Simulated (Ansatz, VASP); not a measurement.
## One calculation of Ge, two programs

```
Ge
1.0
     3.00153    0.00000    0.00000
    -1.50077    2.59940    0.00000
     0.00000    0.00000    4.93936
Ge
2
Cartesian
  0.0000 1.7329 1.2348
  1.5008 0.8665 3.7045
```

Alike in both runs: functional PBE; k mesh 16 × 16 × 9; occupations fermi-dirac, width 0.05 eV; non-collinear spin, spin-orbit coupling.

Ansatz relaxed the structure, and its values are those at the end. VASP's run is a single point on that final structure, the one shown.

```csv
,VASP,Ansatz
version,VASP 6.6.1,Ansatz 0.2.0
potentials or method,"VASP PAW PBE potentials, release 64 (Ge_d), cutoff 520 eV",all-electron LAPW
```

Ansatz gave:

| Property | Result |
| --- | --- |
| pressure (GPa) | 0.0 |
| net moment per atom (μB) | 0.00 |

Problem. Estimate VASP's values.

Solution. Pressure (GPa): -0.1; net moment per atom (μB): 0.00.

Ansatz ran all-electron here, and VASP with PAW potentials.
